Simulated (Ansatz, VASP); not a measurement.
Two plane-wave programs on Al2O3

```xyz
10
Lattice="2.2459 1.2967 4.8984 -2.2459 1.2967 4.8984 0.0000 -2.5934 4.8984" Properties=species:S:1:pos:R:3 pbc="T T T"
Al    0.0000    0.0000   12.4078
Al    0.0000    0.0000    9.6348
Al    0.0000    0.0000    2.2873
Al    0.0000    0.0000    5.0602
O    -0.8721   -1.2967    6.1229
O     1.5590   -0.1069    6.1229
O    -0.6869    1.4036    6.1229
O     0.8721    1.2967    8.5721
O    -1.5590    0.1069    8.5721
O     0.6869   -1.4036    8.5721
```

Alike in both runs: task single point; functional PBEsol; k mesh 6 × 6 × 6; occupations gaussian, width 0.05 eV; no spin polarisation.

```csv
,VASP,Ansatz
version,VASP 6.6.1,Ansatz 0.2.0
potentials or method,"VASP PAW PBE potentials, release 64 (Al, O), cutoff 520 eV","scalar-relativistic, plane waves, PAW"
valence electrons in the cell,48,48
```

|  | VASP | Ansatz | Ansatz less VASP |
| --- | --- | --- | --- |
| gap on the k mesh at the Fermi level (eV) | 4.50 | 4.50 | 0.000 |
| least direct gap on the mesh (eV) | 4.50 | 4.50 | 0.000 |
| pressure (GPa) | 2.6 | 2.5 | -0.16 |
| traceless stress, the component that is largest in VASP (GPa) | -52.43 | -52.42 | +0.015 |
| rms of the force components (eV/Å) | 0.513 | 0.511 | -0.0017 |

VASP's potentials were made for PBE, not for PBEsol, and Ansatz warns of the same on its side. Atom by atom the forces differ by 0.004 eV/Å (rms over components). The functional is the same, so the differences come from potentials, cutoffs and numerics.
